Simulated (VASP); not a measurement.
# BaBr (Pm-3m) in VASP: further runs

The runs below take BaBr through single point, with PBE.

All numbers are computed with VASP 6.6.1; they aren't measurements. Logs are shortened: lines on timing, memory, paths and dates and some standing lists are left out, and cuts for length are marked.

### 1 The cell of the first run

The structure is cubic, space group Pm-3m (No. 221). The conventional cell has a = 4.228 Å, b = 4.228 Å, c = 4.228 Å, α = 90.00°, β = 90.00°, γ = 90.00°. Within 4.8 Å of Ba (site symmetry m-3m) lie 8 Br at 3.66 Å and 6 Ba at 4.23 Å. Br (site symmetry m-3m) has 8 Ba at 3.66 Å and 6 Br at 4.23 Å within 4.8 Å.

### 2 Single point, PBE

The input, INCAR:

```
ALGO = Normal ; EDIFF = 1E-6
ENCUT = 520 ; GGA = PE
ISIF = 2 ; ISMEAR = 0
LASPH = T ; LCHARG = T
LELF = T ; LREAL = F
LVHAR = T ; LWAVE = F
NBANDS = 16 ; NELM = 60
PREC = Accurate ; SIGMA = 0.1
```

The input, KPOINTS:

```
k-points
0
Gamma
  4 4 4
```

The input, POSCAR:

```
BaBr
1.0
    4.2281082400      0.0000000000      0.0000000000
    0.0000000000      4.2281082400      0.0000000000
    0.0000000000      0.0000000000      4.2281082400
Ba Br
1 1
Direct
    0.0000000000      0.0000000000      0.0000000000
    0.5000000000      0.5000000000      0.5000000000
```

Potentials or basis: VASP PAW PBE potentials, release 64 (Ba_sv, Br).

Started as:

```sh
cat potpaw_PBE.64/Ba_sv/POTCAR potpaw_PBE.64/Br/POTCAR > POTCAR
mpirun -np 1 vasp_std > vasp.out
```

OUTCAR:

```text
EDIFF = 1E-6
   ENCUT = 520
   GGA = PE
   ISIF = 2
   ISMEAR = 0
   LASPH = T
   LREAL = F
   NELM = 60
   PREC = Accurate

 ion  position               nearest neighbor table
   1  0.000  0.000  0.000-   2 3.66   2 3.66   2 3.66   2 3.66   2 3.66   2 3.66   2 3.66   2 3.66

   2  0.500  0.500  0.500-   1 3.66   1 3.66   1 3.66   1 3.66   1 3.66   1 3.66   1 3.66   1 3.66

  LATTYP: Found a simple cubic cell.
 ALAT       =     4.2281082400

  Lattice vectors:

 A1 = (   4.2281082400,   0.0000000000,   0.0000000000)
 A2 = (   0.0000000000,   4.2281082400,   0.0000000000)
 A3 = (   0.0000000000,   0.0000000000,   4.2281082400)

Analysis of symmetry for initial positions (statically):
=====================================================================
 Subroutine PRICEL returns:
 Original cell was already a primitive cell.

 Routine SETGRP: Setting up the symmetry group for a
 simple cubic supercell.

 Subroutine GETGRP returns: Found 48 space group operations
 (whereof 48 operations were pure point group operations)
 out of a pool of 48 trial point group operations.

The static configuration has the point symmetry O_h .

Analysis of symmetry for dynamics (positions and initial velocities):
=====================================================================
 Subroutine PRICEL returns:
 Original cell was already a primitive cell.

 Routine SETGRP: Setting up the symmetry group for a
 simple cubic supercell.

 Subroutine GETGRP returns: Found 48 space group operations
 (whereof 48 operations were pure point group operations)
 out of a pool of 48 trial point group operations.

The dynamic configuration has the point symmetry O_h .

 Subroutine INISYM returns: Found 48 space group operations
 (whereof 48 operations are pure point group operations),
 and found     1 'primitive' translations

----------------------------------------------------------------------------------------

                                     Primitive cell

  volume of cell :      75.5855

  direct lattice vectors                    reciprocal lattice vectors
     4.228108240  0.000000000  0.000000000     0.236512394  0.000000000  0.000000000
     0.000000000  4.228108240  0.000000000     0.000000000  0.236512394  0.000000000
     0.000000000  0.000000000  4.228108240     0.000000000  0.000000000  0.236512394

  length of vectors
     4.228108240  4.228108240  4.228108240     0.236512394  0.236512394  0.236512394

  position of ions in fractional coordinates (direct lattice)
     0.000000000  0.000000000  0.000000000
     0.500000000  0.500000000  0.500000000

  ion indices of the primitive-cell ions
   primitive index   ion index
                 1           1
                 2           2

----------------------------------------------------------------------------------------

 KPOINTS: k-points

Automatic generation of k-mesh.
 Grid dimensions read from file:
 generate k-points for:    4    4    4

 Generating k-lattice:

  Cartesian coordinates                     Fractional coordinates (reciprocal lattice)
     0.059128098  0.000000000  0.000000000     0.250000000  0.000000000  0.000000000
     0.000000000  0.059128098  0.000000000     0.000000000  0.250000000  0.000000000
     0.000000000  0.000000000  0.059128098     0.000000000  0.000000000  0.250000000

  Length of vectors
     0.059128098  0.059128098  0.059128098

  Shift w.r.t. Gamma in fractional coordinates (k-lattice)
     0.000000000  0.000000000  0.000000000

 Subroutine IBZKPT returns following result:
 ===========================================

 Found     10 irreducible k-points:

 Following reciprocal coordinates:
            Coordinates               Weight
  0.000000  0.000000  0.000000      1.000000
  0.250000  0.000000  0.000000      6.000000
  0.500000  0.000000  0.000000      3.000000
  0.250000  0.250000  0.000000     12.000000
  0.500000  0.250000  0.000000     12.000000
  0.500000  0.500000  0.000000      3.000000
  0.250000  0.250000  0.250000      8.000000
  0.500000  0.250000  0.250000     12.000000
  0.500000  0.500000  0.250000      6.000000
  0.500000  0.500000  0.500000      1.000000
   k-points           NKPTS =     10   k-points in BZ     NKDIM =     10   number of bands    NBANDS=     16
   number of dos      NEDOS =    301   number of ions     NIONS =      2
   total plane-waves  NPLWV =  32768
   dimension x,y,z NGX =    32 NGY =   32 NGZ =   32
   dimension x,y,z NGXF=    64 NGYF=   64 NGZF=   64
   ions per type =               1   1
   NGX,Y,Z   is equivalent  to a cutoff of  12.58, 12.58, 12.58 a.u.
   NGXF,Y,Z  is equivalent  to a cutoff of  25.16, 25.16, 25.16 a.u.
 SYSTEM =  unknown system
   PREC   = accura    normal or accurate (medium, high low for compatibility)
   ISTART =      0    job   : 0-new  1-cont  2-samecut
   ICHARG =      2    charge: 1-file 2-atom 10-const
   ISPIN  =      1    spin polarized calculation?
   LNONCOLLINEAR =      F non collinear calculations
   LSORBIT =      F    spin-orbit coupling
   LASPH  =      T    aspherical Exc in radial PAW
   ENCUT  =  520.0 eV  38.22 Ry    6.18 a.u.   7.86  7.86  7.86*2*pi/ulx,y,z
   NELM   =     60;   NELMIN=  2; NELMDL= -5     # of ELM steps
   EDIFF  = 0.1E-05   stopping-criterion for ELM
   LREAL  =      F    real-space projection
   EDIFFG = 0.1E-04   stopping-criterion for IOM
   NSW    =      0    number of steps for IOM
   IBRION =     -1    ionic relax: 0-MD 1-quasi-New 2-CG
   NFREE  =      0    steps in history (QN), initial steepest desc. (CG)
   ISIF   =      2    stress and relaxation
   ISYM   =      2    0-nonsym 1-usesym 2-fastsym
   POTIM  = 0.5000    time-step for ionic-motion
   TEBEG  =    0.0;   TEEND  =   0.0 temperature during run
   PSTRESS=    0.0 pullay stress
   NELECT =      17.0000    total number of electrons
   NUPDOWN=      -1.0000    fix difference up-down
   EMIN   =  10.00;   EMAX   =-10.00  energy-range for DOS
   EFERMI =   0.00;   METHOD = LEGACY
   ISMEAR =     0;   SIGMA  =   0.10  broadening in eV -4-tet -1-fermi 0-gaus
   EFERMI_NEDOS =   21; number of points for ismear=-14 and -15
   IALGO  =     38    algorithm
   IMIX   =      4    mixing-type and parameters
     AMIX     =   0.40;   BMIX     =  1.00
     AMIX_MAG =   1.60;   BMIX_MAG =  1.00
  volume/ion in A,a.u.               =      37.79       255.04
  Fermi-wavevector in a.u.,A,eV,Ry     =   0.995585  1.881383 13.485954  0.991190
  Thomas-Fermi vector in A             =   2.127615
   LORBIT       =      0    0 simple, 1 ext, 2 COOP (PROOUT), +10 PAW based schemes
   GGA     = PE    functional components
   LHFCALC =     F    Hartree Fock is set to
   AEXX    =    0.0000 exact exchange contribution
   IVDW    =     0    specifies the selected vdW correction
   LEPSILON=     F    determine dielectric tensor
   LRPA    =     F    only Hartree local field effects (RPA)
 non-spin polarized calculation
 Gauss-broadening in eV      SIGMA  =   0.10
  energy-cutoff  :      520.00
  volume of cell :       75.59
 maximum number of plane-waves:      2048
 NGX is ok and might be reduce to    32
   NGX = 15   NGY = 15   NGZ = 15

 number of electron      16.9999998 magnetization

 Free energy of the ion-electron system (eV)
  ---------------------------------------------------
  ext. energy  EPLUGINS =         0.00000000
  ---------------------------------------------------
  free energy    TOTEN  =        -6.31420313 eV

  energy without entropy =       -6.29172141  energy(sigma->0) =       -6.30296227

 E-fermi :   4.2094     XC(G=0):  -8.4346

 val. band max:        4.1807460897   @ k =   0.5000   0.2500   0.0000
 cond. band min:       4.2533852756   @ k =   0.5000   0.5000   0.0000
 fundamental gap:      0.0726391859
 Fermi energy:         4.2093616238

 k-point     1 :       0.0000    0.0000    0.0000
  band No.  band energies     occupation
      1     -25.3475      2.00000
      2     -13.0693      2.00000
      3     -10.3880      2.00000
      4     -10.3880      2.00000
      5     -10.3880      2.00000
      6      -0.6838      2.00000
[... 8 lines left out ...]
     15      11.1168      0.00000
     16      11.1168      0.00000

 k-point     2 :       0.2500    0.0000    0.0000
  band No.  band energies     occupation
      1     -25.3327      2.00000
      2     -13.1023      2.00000
      3     -10.4780      2.00000
      4     -10.3615      2.00000
      5     -10.3615      2.00000
      6      -1.5592      2.00000
[... 8 lines left out ...]
     15       9.0332      0.00000
     16      11.3021      0.00000

 k-point     3 :       0.5000    0.0000    0.0000
  band No.  band energies     occupation
      1     -25.3178      2.00000
      2     -13.1417      2.00000
      3     -10.5504      2.00000
      4     -10.3347      2.00000
      5     -10.3347      2.00000
      6      -2.1832      2.00000
[... 8 lines left out ...]
     15       7.8780      0.00000
     16       9.8581      0.00000

 k-point     4 :       0.2500    0.2500    0.0000
  band No.  band energies     occupation
      1     -25.3184      2.00000
      2     -13.0686      2.00000
      3     -10.5855      2.00000
      4     -10.4498      2.00000
      5     -10.3383      2.00000
      6      -1.5569      2.00000
[... 8 lines left out ...]
     15       9.4824      0.00000
     16      10.5622      0.00000

 k-point     5 :       0.5000    0.2500    0.0000
  band No.  band energies     occupation
      1     -25.3040      2.00000
      2     -13.0395      2.00000
      3     -10.6548      2.00000
      4     -10.5616      2.00000
      5     -10.3148      2.00000
      6      -1.8277      2.00000
[... 8 lines left out ...]
     15       9.3094      0.00000
     16       9.5640      0.00000

 k-point     6 :       0.5000    0.5000    0.0000
  band No.  band energies     occupation
      1     -25.2901      2.00000
      2     -12.9256      2.00000
      3     -10.7728      2.00000
      4     -10.7728      2.00000
      5     -10.2947      2.00000
      6      -1.4553      2.00000
[... 8 lines left out ...]
     15       9.6196      0.00000
     16       9.6535      0.00000

 k-point     7 :       0.2500    0.2500    0.2500
  band No.  band energies     occupation
      1     -25.3045      2.00000
      2     -13.0155      2.00000
      3     -10.5509      2.00000
      4     -10.5509      2.00000
      5     -10.4654      2.00000
      6      -1.3240      2.00000
[... 8 lines left out ...]
     15      11.2218      0.00000
     16      11.2218      0.00000

 k-point     8 :       0.5000    0.2500    0.2500
  band No.  band energies     occupation
      1     -25.2905      2.00000
      2     -12.9630      2.00000
      3     -10.6895      2.00000
      4     -10.5430      2.00000
      5     -10.5157      2.00000
      6      -1.7431      2.00000
[... 8 lines left out ...]
     15       9.5548      0.00000
     16      10.6938      0.00000

 k-point     9 :       0.5000    0.5000    0.2500
  band No.  band energies     occupation
      1     -25.2769      2.00000
      2     -12.8811      2.00000
      3     -10.7305      2.00000
      4     -10.7305      2.00000
      5     -10.4967      2.00000
      6      -1.6925      2.00000
[... 8 lines left out ...]
     15       9.0323      0.00000
     16       9.7659      0.00000

 k-point    10 :       0.5000    0.5000    0.5000
  band No.  band energies     occupation
      1     -25.2635      2.00000
      2     -12.8354      2.00000
      3     -10.6872      2.00000
      4     -10.6872      2.00000
      5     -10.6872      2.00000
      6      -1.9199      2.00000
[... 8 lines left out ...]
     15       9.1086      0.00000
     16       9.1086      0.00000

------------------------ aborting loop because EDIFF is reached ----------------------------------------

  FORCE on cell =-STRESS in cart. coord.  units (eV):
  Direction    XX          YY          ZZ          XY          YZ          ZX
  --------------------------------------------------------------------------------------
  -------------------------------------------------------------------------------------
  Total       -1.0547516     -1.0547516     -1.0547516      0.0000000     -0.0000000      0.0000000
  in kB      -22.3574609    -22.3574609    -22.3574609      0.0000000     -0.0000000      0.0000000
  external PRESSURE =     -22.3574609 kB  Pullay stress =       0.0000000 kB

 VOLUME and BASIS-vectors are now :
 -----------------------------------------------------------------------------
  energy-cutoff  :      520.00
  volume of cell :       75.59
      direct lattice vectors                 reciprocal lattice vectors
     4.228108240  0.000000000  0.000000000     0.236512394  0.000000000  0.000000000
     0.000000000  4.228108240  0.000000000     0.000000000  0.236512394  0.000000000
     0.000000000  0.000000000  4.228108240     0.000000000  0.000000000  0.236512394

 POSITION                                       TOTAL-FORCE (eV/Angst)
 -----------------------------------------------------------------------------------
      0.00000      0.00000      0.00000         0.000000      0.000000      0.000000
      2.11405      2.11405      2.11405         0.000000      0.000000      0.000000
 -----------------------------------------------------------------------------------
    total drift:                                0.000000      0.000000     -0.000000

  FREE ENERGIE OF THE ION-ELECTRON SYSTEM (eV)
  ---------------------------------------------------
  free  energy   TOTEN  =        -6.3142031297 eV

  energy  without entropy=       -6.2917214139  energy(sigma->0) =       -6.30296227
```

It took 9.9 s on 1 thread of AMD EPYC 7R43 (Zen 3), shared host; peak memory 0.14 GiB.

Results:

| Item | Value |
| --- | --- |
| Free energy | -6.3142 eV |
| Pressure | -2.2 GPa |

Caveat: the k points lie up to 0.37 Å⁻¹ apart; spin-orbit coupling is left out, which moves the levels of the heavy elements; an odd number of electrons without spin polarisation forces a metal; a magnetic or distorted state may lie lower.

### 3 Single point, PBE

This run uses another cell than the first one, of 33.36 Å³/atom, 0.883 times its volume.

The input, INCAR:

```
SYSTEM = BaBr
PREC = Accurate ; ENCUT = 520
EDIFF = 1E-6 ; ISMEAR = 0
SIGMA = 0.1 ; LREAL = .False.
LASPH = .True. ; NELM = 60
ALGO = Normal ; ISIF = 2
LWAVE = .False. ; LCHARG = .False.
GGA = PE ; NBANDS = 16
```

The input, KPOINTS:

```
Automatic mesh
0
Gamma
  14 14 14
  0 0 0
```

The input, POSCAR:

```
BaBr
1.0
    4.0556837918      0.0000000000      0.0000000000
    0.0000000000      4.0556837918      0.0000000000
    0.0000000000      0.0000000000      4.0556837918
Ba Br
1 1
Direct
    0.0000000000      0.0000000000      0.0000000000
    0.5000000000      0.5000000000      0.5000000000
```

Potentials or basis: VASP PAW PBE potentials, release 64 (Ba_sv, Br).

Started as:

```sh
cat potpaw_PBE.64/Ba_sv/POTCAR potpaw_PBE.64/Br/POTCAR > POTCAR
mpirun -np 1 vasp_std > vasp.out
```

OUTCAR:

```text
SYSTEM = BaBr
   PREC = Accurate
   ENCUT = 520
   EDIFF = 1E-6
   ISMEAR = 0
   LREAL = .False.
   LASPH = .True.
   NELM = 60
   ISIF = 2
   GGA = PE

 ion  position               nearest neighbor table
   1  0.000  0.000  0.000-   2 3.51   2 3.51   2 3.51   2 3.51   2 3.51   2 3.51   2 3.51   2 3.51

   2  0.500  0.500  0.500-   1 3.51   1 3.51   1 3.51   1 3.51   1 3.51   1 3.51   1 3.51   1 3.51

  LATTYP: Found a simple cubic cell.
 ALAT       =     4.0556837918

  Lattice vectors:

 A1 = (   4.0556837918,   0.0000000000,   0.0000000000)
[... 643 lines left out ...]

  FORCE on cell =-STRESS in cart. coord.  units (eV):
  Direction    XX          YY          ZZ          XY          YZ          ZX
  --------------------------------------------------------------------------------------
  -------------------------------------------------------------------------------------
  Total        0.1635912      0.1635912      0.1635912     -0.0000000      0.0000000     -0.0000000
  in kB        3.9289648      3.9289648      3.9289648     -0.0000000      0.0000000     -0.0000000
  external PRESSURE =       3.9289648 kB  Pullay stress =       0.0000000 kB

 VOLUME and BASIS-vectors are now :
 -----------------------------------------------------------------------------
  energy-cutoff  :      520.00
  volume of cell :       66.71
      direct lattice vectors                 reciprocal lattice vectors
     4.055683792  0.000000000  0.000000000     0.246567546  0.000000000  0.000000000
     0.000000000  4.055683792  0.000000000     0.000000000  0.246567546  0.000000000
     0.000000000  0.000000000  4.055683792     0.000000000  0.000000000  0.246567546

 POSITION                                       TOTAL-FORCE (eV/Angst)
 -----------------------------------------------------------------------------------
      0.00000      0.00000      0.00000         0.000000      0.000000      0.000000
      2.02784      2.02784      2.02784         0.000000      0.000000      0.000000
 -----------------------------------------------------------------------------------
    total drift:                                0.000000     -0.000000     -0.000000

  FREE ENERGIE OF THE ION-ELECTRON SYSTEM (eV)
  ---------------------------------------------------
  free  energy   TOTEN  =        -6.3223666839 eV

  energy  without entropy=       -6.3094293434  energy(sigma->0) =       -6.31589801
```

OSZICAR:

```text
N       E                     dE             d eps       ncg     rms          rms(c)
DAV:   1     0.940611553186E+02    0.94061E+02   -0.70343E+03  3840   0.899E+02
DAV:   2    -0.996718730446E+00   -0.95058E+02   -0.88984E+02  5280   0.173E+02
DAV:   3    -0.621806950309E+01   -0.52214E+01   -0.51743E+01  5104   0.416E+01
DAV:   4    -0.630310822973E+01   -0.85039E-01   -0.85007E-01  4880   0.519E+00
DAV:   5    -0.630496955054E+01   -0.18613E-02   -0.18613E-02  5168   0.608E-01    0.374E+00
DAV:   6    -0.631102288394E+01   -0.60533E-02   -0.10454E-02  4472   0.871E-01    0.225E+00
DAV:   7    -0.632154677173E+01   -0.10524E-01   -0.26639E-02  4072   0.158E+00    0.121E-01
DAV:   8    -0.632217143133E+01   -0.62466E-03   -0.11332E-03  5288   0.275E-01    0.893E-02
DAV:   9    -0.632233614416E+01   -0.16471E-03   -0.15188E-04  4608   0.961E-02    0.331E-02
DAV:  10    -0.632236593523E+01   -0.29791E-04   -0.45626E-05  4904   0.540E-02    0.746E-03
DAV:  11    -0.632236668391E+01   -0.74868E-06   -0.37403E-06  5128   0.109E-02
   1 F= -.63223667E+01 E0= -.63158980E+01  d E =-.129373E-01
```

stdout:

```text
POSCAR found type information on POSCAR BaBr
 POSCAR found :  2 types and       2 ions
 scaLAPACK will be used
 LDA part: xc-table for (Slater+PW92), standard interpolation
 POSCAR, INCAR and KPOINTS ok, starting setup
 FFT: planning ... GRIDC
 FFT: planning ... GRID_SOFT
 FFT: planning ... GRID
 WAVECAR not read
 entering main loop
```

It took 65 s on 1 thread of AMD EPYC 7R43 (Zen 3), shared host; peak memory 0.23 GiB.

Results:

| Item | Value |
| --- | --- |
| Free energy | -6.3224 eV |
| Pressure | 0.4 GPa |

Levels at points of the mesh, in eV from the Fermi level:
```csv
k point,band 4,band 5,band 6,band 7,band 8,band 9,band 10,band 11,band 12,band 13
"(0.00, 0.00, 0.00)",-14.42,-14.42,-5.06,-5.06,-5.06,-1.11,-1.11,-0.76,3.45,3.45
"(0.50, 0.00, 0.00)",-14.34,-14.34,-6.88,-5.33,-5.33,-0.16,2.07,2.70,3.28,3.40
"(0.50, 0.50, 0.00)",-15.00,-14.27,-5.94,-5.94,-4.98,-0.67,0.00,1.50,1.50,5.42
"(0.50, 0.50, 0.50)",-14.85,-14.85,-6.66,-6.66,-6.66,3.20,3.20,3.20,3.79,3.79
```

Caveat: spin-orbit coupling is left out, which moves the levels of the heavy elements; an odd number of electrons without spin polarisation forces a metal; a magnetic or distorted state may lie lower.
